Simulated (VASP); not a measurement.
# Cd2S (P3m1) in VASP: a series of runs, part 2 of 2

VASP 6.6.1. The steps go on from the part before.

**5. Single point, PBE-based screened hybrid**

POSCAR reads:

```
Cd2S
1.0
    3.9626700490      0.0000000000      0.0000000000
   -1.9813350245      3.4317729293      0.0000000000
    0.0000000000      0.0000000000      5.8091920000
Cd S
2 1
Direct
    0.3333333333      0.6666666667      0.9327170000
    0.6666666667      0.3333333333      0.5787350000
    0.3333333333      0.6666666667      0.3657050000
```

INCAR.step1 reads:

```
SYSTEM = Cd2S
PREC = Accurate
ENCUT = 520
EDIFF = 1E-5
ISMEAR = -1
SIGMA = 0.05
LREAL = .False.
LASPH = .True.
NELM = 60
ALGO = Normal
ISIF = 2
LWAVE = .True.
LCHARG = .False.
NBANDS = 22
GGA = PE
```

INCAR.step2 reads:

```
SYSTEM = Cd2S
PREC = Accurate
ENCUT = 520
EDIFF = 1E-6
ISMEAR = -1
SIGMA = 0.05
LREAL = .False.
LASPH = .True.
NELM = 60
ALGO = Normal
ISIF = 2
LWAVE = .False.
LCHARG = .False.
GGA = PE
LHFCALC = .True.
AEXX = 0.4
HFSCREEN = 0.2
PRECFOCK = Normal
NBANDS = 22
ISTART = 1
```

KPOINTS reads:

```
Automatic mesh
0
Gamma
  4 4 3
  0 0 0
```

Potentials or basis: VASP PAW PBE potentials, release 64 (Cd, S).

The run is started by

```sh
> cat potpaw_PBE.64/Cd/POTCAR potpaw_PBE.64/S/POTCAR > POTCAR
> cp INCAR.step1 INCAR
> mpirun -np 1 vasp_std > vasp.out
> cp INCAR.step2 INCAR
> mpirun -np 1 vasp_std > vasp.out
```

OUTCAR:

```text
SYSTEM = Cd2S
   PREC = Accurate
   ENCUT = 520
   EDIFF = 1E-6
   ISMEAR = -1
   LREAL = .False.
   LASPH = .True.
   NELM = 60
   ISIF = 2
   GGA = PE
   LHFCALC = .True.
   AEXX = 0.4
   HFSCREEN = 0.2
   PRECFOCK = Normal
   ISTART = 1

 ion  position               nearest neighbor table
   1  0.333  0.667  0.933-   3 2.52   2 3.08   2 3.08   2 3.08
   2  0.667  0.333  0.579-   3 2.60   3 2.60   3 2.60   1 3.08   1 3.08   1 3.08
   3  0.333  0.667  0.366-   1 2.52   2 2.60   2 2.60   2 2.60

  LATTYP: Found a hexagonal cell.
 ALAT       =     3.9626700490
 C/A-ratio  =     1.4659792332

  Lattice vectors:

 A1 = (   3.9626700490,   0.0000000000,   0.0000000000)
 A2 = (  -1.9813350245,   3.4317729293,   0.0000000000)
 A3 = (   0.0000000000,   0.0000000000,   5.8091920000)

Analysis of symmetry for initial positions (statically):
=====================================================================
 Subroutine PRICEL returns:
 Original cell was already a primitive cell.

 Routine SETGRP: Setting up the symmetry group for a
 hexagonal supercell.

 Subroutine GETGRP returns: Found  6 space group operations
 (whereof  6 operations were pure point group operations)
 out of a pool of 24 trial point group operations.

The static configuration has the point symmetry C_3v.

Analysis of symmetry for dynamics (positions and initial velocities):
=====================================================================
 Subroutine PRICEL returns:
 Original cell was already a primitive cell.

 Routine SETGRP: Setting up the symmetry group for a
 hexagonal supercell.

 Subroutine GETGRP returns: Found  6 space group operations
 (whereof  6 operations were pure point group operations)
 out of a pool of 24 trial point group operations.

The dynamic configuration has the point symmetry C_3v.
[... 107 lines left out ...]
  Fermi-wavevector in a.u.,A,eV,Ry     =   1.185517  2.240303 19.122322  1.405451
  Thomas-Fermi vector in A             =   2.321709
   LORBIT       =      0    0 simple, 1 ext, 2 COOP (PROOUT), +10 PAW based schemes
   GGA     = PE    functional components
   LHFCALC =     T    Hartree Fock is set to
   PRECFOCK=normal    Normal, Fast or Accurate (Low or Medium for compatibility)
   ENCUT4O =  -1.0   cutoff for four orbital integrals eV
   NKREDX  =     1    reduce k-point grid by
   NKREDY  =     1    reduce k-point grid by
   NKREDZ  =     1    reduce k-point grid by
   AEXX    =    0.4000 exact exchange contribution
   HFSCREEN=    0.2000 screening length (either q_TF or 0.3 A-1)
   HFSCREENC=   0.2000 screening length for correlation (either q_TF or 0.3 A-1)
   ENCUTFOCK=  -1.0 apply spherical cutoff to Coloumb kernel
   IVDW    =     0    specifies the selected vdW correction
   LEPSILON=     F    determine dielectric tensor
   LRPA    =     F    only Hartree local field effects (RPA)
 non-spin polarized calculation
  energy-cutoff  :      520.00
  volume of cell :       79.00
 maximum number of plane-waves:      2151
 NGX is ok and might be reduce to    30
  NGX = 24; NGY = 24; NGZ = 36

 number of electron      29.9999999 magnetization

 Free energy of the ion-electron system (eV)
  ---------------------------------------------------
  ext. energy  EPLUGINS =         0.00000000
  ---------------------------------------------------
  free energy    TOTEN  =        -8.81759445 eV

  energy without entropy =       -8.81759316  energy(sigma->0) =       -8.81759380

 E-fermi :   1.2183     XC(G=0):  -6.7618

 val. band max:        0.5600413988   @ k =   0.2500   0.2500   0.3333
 cond. band min:       1.8072119243   @ k =   0.5000  -0.0000   0.0000
 fundamental gap:      1.2471705255
 Fermi energy:         1.2182908374

 k-point     1 :       0.0000    0.0000    0.0000
  band No.  band energies     occupation
      1     -14.1871      2.00000
      2      -9.9691      2.00000
      3      -9.9691      2.00000
      4      -9.8552      2.00000
      5      -9.8552      2.00000
      6      -9.7637      2.00000
[... 214 lines left out ...]
     21      10.2259      0.00000
     22      11.2496      0.00000

------------------------ aborting loop because EDIFF is reached ----------------------------------------

  FORCE on cell =-STRESS in cart. coord.  units (eV):
  Direction    XX          YY          ZZ          XY          YZ          ZX
  --------------------------------------------------------------------------------------
  -------------------------------------------------------------------------------------
  Total       -0.8873263     -0.8873263     -0.8470509      0.0000000      0.0000000     -0.0000000
  in kB      -17.9958255    -17.9958255    -17.1790018      0.0000000      0.0000000     -0.0000000
  external PRESSURE =     -17.7235509 kB  Pullay stress =       0.0000000 kB

 VOLUME and BASIS-vectors are now :
 -----------------------------------------------------------------------------
  energy-cutoff  :      520.00
  volume of cell :       79.00
      direct lattice vectors                 reciprocal lattice vectors
     3.962670049  0.000000000  0.000000000     0.252355101  0.145697285  0.000000000
    -1.981335025  3.431772929  0.000000000     0.000000000  0.291394571  0.000000000
     0.000000000  0.000000000  5.809192000     0.000000000  0.000000000  0.172140979

 POSITION                                       TOTAL-FORCE (eV/Angst)
 -----------------------------------------------------------------------------------
     -0.00000      2.28785      5.41833        -0.000000     -0.000000      0.249746
      1.98134      1.14392      3.36198         0.000000      0.000000     -0.336443
     -0.00000      2.28785      2.12445         0.000000     -0.000000      0.086696
 -----------------------------------------------------------------------------------
    total drift:                                0.000000     -0.000000     -0.000077

  FREE ENERGIE OF THE ION-ELECTRON SYSTEM (eV)
  ---------------------------------------------------
  free  energy   TOTEN  =        -8.8175944506 eV

  energy  without entropy=       -8.8175931587  energy(sigma->0) =       -8.81759380
```

Wall time 34 min (1 thread of Intel Xeon Platinum 8375C at 2.90GHz (Ice Lake), shared host); peak memory 0.32 GiB.

Results:

| Property | Result |
| --- | --- |
| Free energy | -8.8176 eV |
| Pressure | -1.8 GPa |
| Largest force | 0.336 eV/Å |
| Band gap on the k mesh | 1.25 eV, indirect (least direct gap 1.91 eV) |

Forces on the atoms (eV/Å):
```
Cd   0.000  0.000  0.250
Cd   0.000  0.000 -0.336
S    0.000  0.000  0.087
```

Levels at points of the mesh, in eV from the valence-band top:
```
           k point  band 12  band 13  band 14  band 15  band 16  band 17  band 18  band 19
(0.00, 0.00, 0.00)    -4.93    -4.05    -0.93    -0.93     4.88     6.63     8.57     8.57
(0.50, 0.00, 0.00)    -5.05    -3.37    -1.90    -0.66     1.25     4.63     6.17     7.47
```

Caveat: the k points lie up to 0.46 Å⁻¹ apart; the PAW data sets were made with another functional, which shifts forces and pressure a little. A k mesh can miss the band edges.

**6. Single point, PBE-based screened hybrid**

POSCAR is that of step 5.

INCAR.step1 reads:

```
SYSTEM = Cd2S
PREC = Accurate ; ENCUT = 520
EDIFF = 1E-5 ; ISMEAR = -1
SIGMA = 0.05 ; LREAL = .FALSE.
LASPH = .TRUE. ; NELM = 100
ALGO = Normal ; ISIF = 2
LWAVE = .TRUE. ; LCHARG = .FALSE.
NBANDS = 22 ; GGA = PE
```

INCAR.step2 reads:

```
SYSTEM = Cd2S
PREC = Accurate ; ENCUT = 520
EDIFF = 1E-6 ; ISMEAR = -1
SIGMA = 0.05 ; LREAL = .FALSE.
LASPH = .TRUE. ; NELM = 100
ALGO = Normal ; ISIF = 2
LWAVE = .FALSE. ; LCHARG = .FALSE.
GGA = PE ; LHFCALC = .TRUE.
AEXX = 0.5 ; HFSCREEN = 0.2
PRECFOCK = Normal ; NBANDS = 22
ISTART = 1
```

KPOINTS reads:

```
Automatic mesh
0
G
  4 4 3
  0 0 0
```

Potentials or basis: VASP PAW PBE potentials, release 64 (Cd, S).

The run is started by

```sh
> cat potpaw_PBE.64/Cd/POTCAR potpaw_PBE.64/S/POTCAR > POTCAR
> cp INCAR.step1 INCAR
> mpirun -np 1 vasp_std > vasp.out
> cp INCAR.step2 INCAR
> mpirun -np 1 vasp_std > vasp.out
```

OUTCAR:

```text
SYSTEM = Cd2S
   PREC = Accurate
   ENCUT = 520
   EDIFF = 1E-6
   ISMEAR = -1
   LREAL = .FALSE.
   LASPH = .TRUE.
   NELM = 100
   ISIF = 2
   GGA = PE
   LHFCALC = .TRUE.
   AEXX = 0.5
   HFSCREEN = 0.2
   PRECFOCK = Normal
   ISTART = 1

 ion  position               nearest neighbor table
   1  0.333  0.667  0.933-   3 2.52   2 3.08   2 3.08   2 3.08
   2  0.667  0.333  0.579-   3 2.60   3 2.60   3 2.60   1 3.08   1 3.08   1 3.08
   3  0.333  0.667  0.366-   1 2.52   2 2.60   2 2.60   2 2.60

  LATTYP: Found a hexagonal cell.
 ALAT       =     3.9626700490
 C/A-ratio  =     1.4659792332

  Lattice vectors:

 A1 = (   3.9626700490,   0.0000000000,   0.0000000000)
 A2 = (  -1.9813350245,   3.4317729293,   0.0000000000)
 A3 = (   0.0000000000,   0.0000000000,   5.8091920000)

Analysis of symmetry for initial positions (statically):
=====================================================================
 Subroutine PRICEL returns:
 Original cell was already a primitive cell.

 Routine SETGRP: Setting up the symmetry group for a
 hexagonal supercell.

[... 156 lines left out ...]
  free energy    TOTEN  =        -9.53526267 eV

  energy without entropy =       -9.53526213  energy(sigma->0) =       -9.53526240

 E-fermi :   1.1402     XC(G=0):  -6.1288

 val. band max:        0.4348348924   @ k =   0.2500   0.2500   0.3333
 cond. band min:       1.7762571021   @ k =   0.5000  -0.0000   0.0000
 fundamental gap:      1.3414222098
 Fermi energy:         1.1402118520

 k-point     1 :       0.0000    0.0000    0.0000
  band No.  band energies     occupation
      1     -14.9169      2.00000
      2     -10.7186      2.00000
      3     -10.7186      2.00000
      4     -10.6015      2.00000
      5     -10.6015      2.00000
      6     -10.5069      2.00000
[... 214 lines left out ...]
     21      10.4591      0.00000
     22      11.4769      0.00000

------------------------ aborting loop because EDIFF is reached ----------------------------------------

  FORCE on cell =-STRESS in cart. coord.  units (eV):
  Direction    XX          YY          ZZ          XY          YZ          ZX
  --------------------------------------------------------------------------------------
  -------------------------------------------------------------------------------------
  Total       -1.0709881     -1.0709881     -1.0146662      0.0000000      0.0000000      0.0000000
  in kB      -21.7206607    -21.7206607    -20.5783999      0.0000000      0.0000000      0.0000000
  external PRESSURE =     -21.3399071 kB  Pullay stress =       0.0000000 kB

 VOLUME and BASIS-vectors are now :
 -----------------------------------------------------------------------------
  energy-cutoff  :      520.00
  volume of cell :       79.00
      direct lattice vectors                 reciprocal lattice vectors
     3.962670049  0.000000000  0.000000000     0.252355101  0.145697285  0.000000000
    -1.981335025  3.431772929  0.000000000     0.000000000  0.291394571  0.000000000
     0.000000000  0.000000000  5.809192000     0.000000000  0.000000000  0.172140979

 POSITION                                       TOTAL-FORCE (eV/Angst)
 -----------------------------------------------------------------------------------
     -0.00000      2.28785      5.41833         0.000000     -0.000000      0.303938
      1.98134      1.14392      3.36198        -0.000000      0.000000     -0.410681
     -0.00000      2.28785      2.12445         0.000000      0.000000      0.106743
 -----------------------------------------------------------------------------------
    total drift:                                0.000000     -0.000000      0.000057

  FREE ENERGIE OF THE ION-ELECTRON SYSTEM (eV)
  ---------------------------------------------------
  free  energy   TOTEN  =        -9.5352626656 eV

  energy  without entropy=       -9.5352621271  energy(sigma->0) =       -9.53526240
```

OUTCAR.step1:

```text
SYSTEM = Cd2S
   PREC = Accurate
   ENCUT = 520
   EDIFF = 1E-5
   ISMEAR = -1
   LREAL = .FALSE.
   LASPH = .TRUE.
[... 432 lines left out ...]
     -0.00000      2.28785      5.41833        -0.000000     -0.000000      0.024609
      1.98134      1.14392      3.36198        -0.000000     -0.000000     -0.031168
     -0.00000      2.28785      2.12445         0.000000      0.000000      0.006559
 -----------------------------------------------------------------------------------
    total drift:                                0.000000     -0.000000      0.000168

  FREE ENERGIE OF THE ION-ELECTRON SYSTEM (eV)
  ---------------------------------------------------
  free  energy   TOTEN  =        -6.2615251118 eV

  energy  without entropy=       -6.2614997392  energy(sigma->0) =       -6.26151243
```

It took 32 min on 1 thread of Intel Xeon Platinum 8375C at 2.90GHz (Ice Lake), shared host; peak memory 0.32 GiB.

Results:

```
Free energy            : -9.5353 eV
Pressure               : -2.1 GPa
Largest force          : 0.411 eV/Å
Band gap on the k mesh : 1.34 eV, indirect (least direct gap 1.93 eV)
```

Forces on the atoms (eV/Å):
```
Cd   0.000  0.000  0.304
Cd   0.000  0.000 -0.411
S    0.000  0.000  0.107
```

Stress tensor (GPa, compression positive):
```
-2.17  0.00  0.00
 0.00 -2.17  0.00
 0.00  0.00 -2.06
```

Caveat: the k points lie up to 0.46 Å⁻¹ apart; the PAW data sets were made with another functional, which shifts forces and pressure a little. A k mesh can miss the band edges.

**7. The runs side by side**

```tsv
level	k mesh	smearing	grid for exact exchange (PRECFOCK)	share of exact exchange	screening parameter	gap on the mesh (eV)	pressure (GPa)	largest force (eV/Å)
PBE	5 × 5 × 3	fermi-dirac 0.03 eV	-	-	-	1.18	-0.1	0.02
PBE-based global hybrid	5 × 5 × 3	fermi-dirac 0.05 eV	Normal	0.25	-	1.92	-1.4	0.22
PBE-based global hybrid	5 × 5 × 3	fermi-dirac 0.05 eV	Normal	0.1	-	1.48	-0.7	0.10
PBE-based screened hybrid	4 × 4 × 3	fermi-dirac 0.05 eV	Normal	0.4	0.2 1/Å	1.25	-1.8	0.34
PBE-based screened hybrid	4 × 4 × 3	fermi-dirac 0.05 eV	Normal	0.5	0.2 1/Å	1.34	-2.1	0.41
```

Alike in all rows: task single point; potentials or basis VASP PAW PBE potentials, release 64 (Cd, S); no spin polarisation; cell as given; cutoff (eV) 520.

Caveats: some runs use coarse meshes; the PAW data sets were made with another functional, which shifts forces and pressure a little (some runs).

Total energies depend on the potentials used, so only differences within one code and one set of settings carry meaning.
